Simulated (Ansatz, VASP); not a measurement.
# Hf4Cl3 in VASP and in Ansatz

```xyz
7
Lattice="8.6811 0.0000 0.0000 -4.3406 7.5181 0.0000 0.0000 0.0000 5.5062" Properties=species:S:1:pos:R:3 pbc="T T T"
Hf    0.0000    5.0120    0.0000
Hf    4.3406    2.5060    0.0000
Hf    0.0000    5.0120    2.7531
Hf    4.3406    2.5060    2.7531
Cl    4.3406    0.0000    0.0000
Cl   -2.1703    3.7590    0.0000
Cl    2.1703    3.7590    0.0000
```

Alike in both runs: functional PBE; k mesh 3 × 3 × 4; occupations gaussian, width 0.2 eV; no spin polarisation.

Ansatz relaxed the structure, and its values are those at the end. VASP's run is a single point on that final structure, the one shown.

```csv
,VASP,Ansatz
version,VASP 6.6.1,Ansatz 0.2.0
potentials or method,"VASP PAW PBE potentials, release 64 (Hf_pv, Cl), cutoff 500 eV","scalar-relativistic, plane waves, PAW"
valence electrons in the cell,61,125
```

Ansatz gave:

| Property | Result |
| --- | --- |
| gap on the k mesh at the Fermi level (eV) | none |
| pressure (GPa) | 0.0 |

Problem. Which values does VASP return?

Solution. gap on the k mesh at the Fermi level (eV): none; pressure (GPa): -0.2.

A gap of «none» marks a metal or a gap that the smearing closes. VASP's potentials hold 61 valence electrons a cell and Ansatz's 125, so a difference there can come from the potentials and not from the codes.

Spin-orbit coupling is off throughout.
